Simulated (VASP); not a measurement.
# Cu in VASP: single point with PBEsol

Aim: the single point of Cu with PBEsol.

Everything below comes from runs of VASP 6.6.1. Logs are shortened: lines on timing, memory, paths and dates and some standing lists are left out, and cuts for length are marked.

## (1) The cell of the first run

The cell holds a slab with vacuum, 19 atoms: a = 2.520 Å, b = 7.559 Å, c = 25.690 Å, α = 90.00°, β = 90.00°, γ = 90.00°.

## (2) Single point, PBEsol

Contents of INCAR:

```
SYSTEM = Cu
PREC     = Accurate       ! precision mode
ENCUT    = 520            ! plane-wave cutoff, eV
EDIFF    = 1E-6           ! SCF threshold, eV
ISMEAR   = 0              ! smearing method
SIGMA    = 0.1            ! smearing width, eV
LREAL    = Auto         
LASPH    = .True.         ! aspherical terms in the spheres
NELM     = 100            ! most SCF steps
ALGO     = Fast           ! electronic algorithm
ISIF     = 2              ! what is computed and relaxed
LWAVE    = .False.        ! write WAVECAR
LCHARG   = .False.        ! write CHGCAR
LDIPOL   = .True.       
IDIPOL   = 3            
DIPOL    = 0.5 0.5 0.500
GGA      = PS             ! functional
NBANDS   = 120            ! bands
```

Contents of KPOINTS:

```
Automatic mesh
0
Gamma
  14 5 1
  0 0 0
```

Contents of POSCAR:

```
Cu
1.0
    2.5196845177      0.0000000000      0.0000000000
    0.0000000000      7.5590535531      0.0000000000
    0.0000000000      0.0000000000     25.6901160534
Cu
19
Direct
    0.5000000000      0.2822275704      0.2970445707
    0.0000000000      0.5557985142      0.3169415530
    0.5000000000      0.8315746082      0.3382127515
    0.0000000000      0.1046205846      0.3603617935
    0.5000000000      0.3866754780      0.3860544524
    0.0000000000      0.6680058297      0.4077895657
    0.5000000000      0.9453670906      0.4307980561
    0.0000000000      0.2212391201      0.4542303041
    0.5000000000      0.5008858202      0.4768176718
    0.0000000000      0.7777777767      0.5000000006
    0.5000000000      0.0546697328      0.5231823282
    0.0000000000      0.3343164322      0.5457696965
    0.5000000000      0.6101884632      0.5692019435
    0.0000000000      0.8875497240      0.5922104351
    0.5000000000      0.1688800737      0.6139455486
    0.0000000000      0.4509349747      0.6396382054
    0.5000000000      0.7239809434      0.6617872501
    0.0000000000     -0.0002429538      0.6830584449
    0.5000000000      0.2733279947      0.7029554284
```

Potentials or basis: VASP PAW PBE potentials, release 64 (Cu).

Command:

```bash
$ cat potpaw_PBE.64/Cu/POTCAR > POTCAR
$ mpirun -np 1 vasp_std > vasp.out
```

OUTCAR:

```text
SYSTEM = Cu
   PREC = Accurate
   ENCUT = 520
   EDIFF = 1E-6
   ISMEAR = 0
   LREAL = Auto
   LASPH = .True.
   NELM = 100
   ISIF = 2
   GGA = PS

 ion  position               nearest neighbor table
   1  0.500  0.282  0.297-   5 2.42   4 2.46   4 2.46   2 2.47   2 2.47
   2  0.000  0.556  0.317-   1 2.47   1 2.47   6 2.48   3 2.50   3 2.50   5 2.52   5 2.52
   3  0.500  0.832  0.338-   4 2.48   4 2.48   2 2.50   2 2.50   6 2.51   6 2.51   7 2.53
   4  0.000  0.105  0.360-   1 2.46   1 2.46   3 2.48   3 2.48   7 2.51   7 2.51   5 2.56   5 2.56
                             8 2.57
   5  0.500  0.387  0.386-   1 2.42   9 2.49   8 2.49   8 2.49   2 2.52   2 2.52   6 2.53   6 2.53
                             4 2.56   4 2.56
   6  0.000  0.668  0.408-   2 2.48  10 2.51   3 2.51   3 2.51   9 2.52   9 2.52   7 2.52   7 2.52
                             5 2.53   5 2.53
   7  0.500  0.945  0.431-   8 2.51   8 2.51   4 2.51   4 2.51  11 2.51   6 2.52   6 2.52  10 2.52
                            10 2.52   3 2.53
   8  0.000  0.221  0.454-   5 2.49   5 2.49  12 2.50   7 2.51   7 2.51  11 2.51  11 2.51   9 2.53
                             9 2.53   4 2.57
   9  0.500  0.501  0.477-   5 2.49  12 2.51  12 2.51  13 2.51  10 2.51  10 2.51   6 2.52   6 2.52
                             8 2.53   8 2.53
  10  0.000  0.778  0.500-  14 2.51   6 2.51  11 2.51  11 2.51   9 2.51   9 2.51  13 2.52  13 2.52
                             7 2.52   7 2.52
  11  0.500  0.055  0.523-  15 2.49   8 2.51   8 2.51   7 2.51  10 2.51  10 2.51  14 2.52  14 2.52
                            12 2.53  12 2.53
  12  0.000  0.334  0.546-  15 2.49  15 2.49   8 2.50  13 2.51  13 2.51   9 2.51   9 2.51  11 2.53
                            11 2.53  16 2.57
  13  0.500  0.610  0.569-  12 2.51  12 2.51  16 2.51  16 2.51   9 2.51  14 2.52  14 2.52  10 2.52
                            10 2.52  17 2.53
  14  0.000  0.888  0.592-  18 2.48  10 2.51  17 2.51  17 2.51  11 2.52  11 2.52  13 2.52  13 2.52
                            15 2.53  15 2.53
  15  0.500  0.169  0.614-  19 2.42  11 2.49  12 2.49  12 2.49  18 2.52  18 2.52  14 2.53  14 2.53
                            16 2.56  16 2.56
  16  0.000  0.451  0.640-  19 2.46  19 2.46  17 2.48  17 2.48  13 2.51  13 2.51  15 2.56  15 2.56
                            12 2.57
  17  0.500  0.724  0.662-  16 2.48  16 2.48  18 2.50  18 2.50  14 2.51  14 2.51  13 2.53
  18  0.000  1.000  0.683-  19 2.47  19 2.47  14 2.48  17 2.50  17 2.50  15 2.52  15 2.52
  19  0.500  0.273  0.703-  15 2.42  16 2.46  16 2.46  18 2.47  18 2.47

  LATTYP: Found a simple orthorhombic cell.
 ALAT       =     2.5196845177
 B/A-ratio  =     3.0000000000
 C/A-ratio  =    10.1957669196

  Lattice vectors:

 A1 = (   2.5196845177,   0.0000000000,   0.0000000000)
 A2 = (   0.0000000000,   7.5590535531,   0.0000000000)
 A3 = (   0.0000000000,   0.0000000000,  25.6901160534)

Analysis of symmetry for initial positions (statically):
=====================================================================
 Subroutine PRICEL returns:
 Original cell was already a primitive cell.

 Routine SETGRP: Setting up the symmetry group for a
 simple orthorhombic supercell.

 Subroutine GETGRP returns: Found  4 space group operations
 (whereof  2 operations were pure point group operations)
 out of a pool of  8 trial point group operations.

The static configuration has the point symmetry C_1h.
 The point group associated with its full space group is C_2h.

Analysis of symmetry for dynamics (positions and initial velocities):
=====================================================================
 Subroutine PRICEL returns:
 Original cell was already a primitive cell.

 Routine SETGRP: Setting up the symmetry group for a
 simple orthorhombic supercell.

 Subroutine GETGRP returns: Found  4 space group operations
 (whereof  2 operations were pure point group operations)
 out of a pool of  8 trial point group operations.

The dynamic configuration has the point symmetry C_1h.
 The point group associated with its full space group is C_2h.

 Subroutine INISYM returns: Found  4 space group operations
 (whereof  2 operations are pure point group operations),
 and found     1 'primitive' translations

----------------------------------------------------------------------------------------

                                     Primitive cell

  volume of cell :     489.3050

  direct lattice vectors                    reciprocal lattice vectors
     2.519684518  0.000000000  0.000000000     0.396875082  0.000000000  0.000000000
     0.000000000  7.559053553  0.000000000     0.000000000  0.132291694  0.000000000
     0.000000000  0.000000000 25.690116053     0.000000000  0.000000000  0.038925476
[... 66 lines left out ...]
     0.000000000  0.000000000  0.000000000

 Subroutine IBZKPT returns following result:
 ===========================================

 Found     24 irreducible k-points:

 Following reciprocal coordinates:
            Coordinates               Weight
  0.000000  0.000000  0.000000      1.000000
  0.071429  0.000000  0.000000      2.000000
  0.142857  0.000000  0.000000      2.000000
  0.214286  0.000000  0.000000      2.000000
  0.285714  0.000000  0.000000      2.000000
  0.357143  0.000000  0.000000      2.000000
[... 16 lines left out ...]
  0.428571  0.400000  0.000000      4.000000
  0.500000  0.400000  0.000000      2.000000
   k-points           NKPTS =     24   k-points in BZ     NKDIM =     24   number of bands    NBANDS=    120
   number of dos      NEDOS =    301   number of ions     NIONS =     19
   total plane-waves  NPLWV = 215040
   dimension x,y,z NGX =    20 NGY =   56 NGZ =  192
   dimension x,y,z NGXF=    40 NGYF=  112 NGZF=  384
   ions per type =              19
   NGX,Y,Z   is equivalent  to a cutoff of  13.20, 12.32, 12.42 a.u.
   NGXF,Y,Z  is equivalent  to a cutoff of  26.39, 24.63, 24.85 a.u.
 SYSTEM =  Cu
   PREC   = accura    normal or accurate (medium, high low for compatibility)
   ISTART =      0    job   : 0-new  1-cont  2-samecut
   ICHARG =      2    charge: 1-file 2-atom 10-const
   ISPIN  =      1    spin polarized calculation?
   LNONCOLLINEAR =      F non collinear calculations
   LSORBIT =      F    spin-orbit coupling
   LASPH  =      T    aspherical Exc in radial PAW
   ENCUT  =  520.0 eV  38.22 Ry    6.18 a.u.   4.68 14.05 47.77*2*pi/ulx,y,z
   NELM   =    100;   NELMIN=  2; NELMDL= -5     # of ELM steps
   EDIFF  = 0.1E-05   stopping-criterion for ELM
   LREAL  =      T    real-space projection
   EDIFFG = 0.1E-04   stopping-criterion for IOM
   NSW    =      0    number of steps for IOM
   IBRION =     -1    ionic relax: 0-MD 1-quasi-New 2-CG
   NFREE  =      0    steps in history (QN), initial steepest desc. (CG)
   ISIF   =      2    stress and relaxation
   ISYM   =      2    0-nonsym 1-usesym 2-fastsym
   POTIM  = 0.5000    time-step for ionic-motion
   TEBEG  =    0.0;   TEEND  =   0.0 temperature during run
   PSTRESS=    0.0 pullay stress
   NELECT =     209.0000    total number of electrons
   NUPDOWN=      -1.0000    fix difference up-down
   EMIN   =  10.00;   EMAX   =-10.00  energy-range for DOS
   EFERMI =   0.00;   METHOD = LEGACY
   ISMEAR =     0;   SIGMA  =   0.10  broadening in eV -4-tet -1-fermi 0-gaus
   EFERMI_NEDOS =   21; number of points for ismear=-14 and -15
   IALGO  =     68    algorithm
   IMIX   =      4    mixing-type and parameters
     AMIX     =   0.40;   BMIX     =  1.00
     AMIX_MAG =   1.60;   BMIX_MAG =  1.00
  volume/ion in A,a.u.               =      25.75       173.79
  Fermi-wavevector in a.u.,A,eV,Ry     =   1.232907  2.329857 20.681673  1.520060
  Thomas-Fermi vector in A             =   2.367659
   LORBIT       =      0    0 simple, 1 ext, 2 COOP (PROOUT), +10 PAW based schemes
   GGA     = PS    functional components
   LHFCALC =     F    Hartree Fock is set to
   AEXX    =    0.0000 exact exchange contribution
   IVDW    =     0    specifies the selected vdW correction
   LEPSILON=     F    determine dielectric tensor
   LRPA    =     F    only Hartree local field effects (RPA)
 non-spin polarized calculation
 RMM-DIIS sequential band-by-band and
 Gauss-broadening in eV      SIGMA  =   0.10
  energy-cutoff  :      520.00
  volume of cell :      489.31
 maximum number of plane-waves:     13246
 NGX is ok and might be reduce to    20
   NGX =  9   NGY = 29   NGZ = 95

 dipolmoment           0.000000      0.000000      0.000000 electrons x Angstroem

 number of electron     208.9999958 magnetization

 dipolmoment           0.000000      0.000000     -0.000004 electrons x Angstroem

 Free energy of the ion-electron system (eV)
  ---------------------------------------------------
  ext. energy  EPLUGINS =         0.00000000
  ---------------------------------------------------
  free energy    TOTEN  =       -77.60594871 eV

  energy without entropy =      -77.58593735  energy(sigma->0) =      -77.59594303

 E-fermi :   0.9163     XC(G=0):  -6.5191

 val. band max:        0.9076230594   @ k =   0.2857   0.0000   0.0000
 cond. band min:       0.9229384946   @ k =   0.0000   0.4000   0.0000
 fundamental gap:      0.0153154352
 Fermi energy:         0.9163051509

 k-point     1 :       0.0000    0.0000    0.0000
  band No.  band energies     occupation
      1      -8.5403      2.00000
      2      -7.7509      2.00000
      3      -6.5763      2.00000
      4      -6.0213      2.00000
      5      -6.0211      2.00000
      6      -5.5028      2.00000
[... 2845 lines left out ...]
    115       5.7971      0.00000
    116       5.8581      0.00000
 [bands above 116 left out]

------------------------ aborting loop because EDIFF is reached ----------------------------------------

 vacuum level on the upper side and lower side of the slab       (xc-potential included)        -0.118        -0.118

  FORCE on cell =-STRESS in cart. coord.  units (eV):
  Direction    XX          YY          ZZ          XY          YZ          ZX
  --------------------------------------------------------------------------------------
  -------------------------------------------------------------------------------------
  Total       -2.7860925     -1.8425708      0.6728761      0.0000000      0.0119108      0.0000000
  in kB       -9.1227645     -6.0333025      2.2032615      0.0000000      0.0390006      0.0000000
  external PRESSURE =      -4.3176018 kB  Pullay stress =       0.0000000 kB

 VOLUME and BASIS-vectors are now :
 -----------------------------------------------------------------------------
  energy-cutoff  :      520.00
  volume of cell :      489.31
      direct lattice vectors                 reciprocal lattice vectors
     2.519684518  0.000000000  0.000000000     0.396875082  0.000000000  0.000000000
     0.000000000  7.559053553  0.000000000     0.000000000  0.132291694  0.000000000
     0.000000000  0.000000000 25.690116053     0.000000000  0.000000000  0.038925476

 POSITION                                       TOTAL-FORCE (eV/Angst)
 -----------------------------------------------------------------------------------
      1.25984      2.13337      7.63111         0.000000     -0.011378     -0.037621
      0.00000      4.20131      8.14227         0.000000      0.004645     -0.022612
      1.25984      6.28592      8.68872         0.000000      0.006261     -0.024808
      0.00000      0.79083      9.25774         0.000000      0.002658      0.000648
      1.25984      2.92290      9.91778         0.000000     -0.001032     -0.003525
      0.00000      5.04949     10.47616         0.000000      0.001258     -0.000740
[... 11 lines left out ...]
      0.00000      7.55722     17.54785         0.000000     -0.004645      0.022612
      1.25984      2.06610     18.05901         0.000000      0.011378      0.037621
 -----------------------------------------------------------------------------------
    total drift:                               -0.000000      0.000228     -0.000749

  FREE ENERGIE OF THE ION-ELECTRON SYSTEM (eV)
  ---------------------------------------------------
  free  energy   TOTEN  =       -77.6059487060 eV

  energy  without entropy=      -77.5859373454  energy(sigma->0) =      -77.59594303

 vacuum level on the upper side and lower side of the slab         5.460         5.460
```

It took 72 min on 1 thread of Oxide Virtual Turin-like, shared host; peak memory 1 GiB.

Results:

```
Free energy            : -77.6059 eV
Largest force          : 0.039 eV/Å
Band gap on the k mesh : zero (an odd number of electrons rules out a gap without spin polarisation)
```

Forces in eV/Å, atoms in the order of the input:
```
Cu   0.000 -0.011 -0.038
Cu   0.000  0.005 -0.023
Cu   0.000  0.006 -0.025
Cu   0.000  0.003  0.001
Cu   0.000 -0.001 -0.004
Cu   0.000  0.001 -0.001
Cu   0.000 -0.001 -0.002
Cu   0.000  0.000  0.001
Cu   0.000  0.000 -0.001
Cu   0.000  0.000  0.000
Cu   0.000  0.000  0.001
Cu   0.000  0.000 -0.001
Cu   0.000  0.001  0.002
Cu   0.000 -0.001  0.001
Cu   0.000  0.001  0.004
Cu   0.000 -0.003 -0.001
Cu   0.000 -0.006  0.025
Cu   0.000 -0.005  0.023
Cu   0.000  0.011  0.038
```

Caveat: the PAW data sets were made with another functional, which shifts forces and pressure a little.
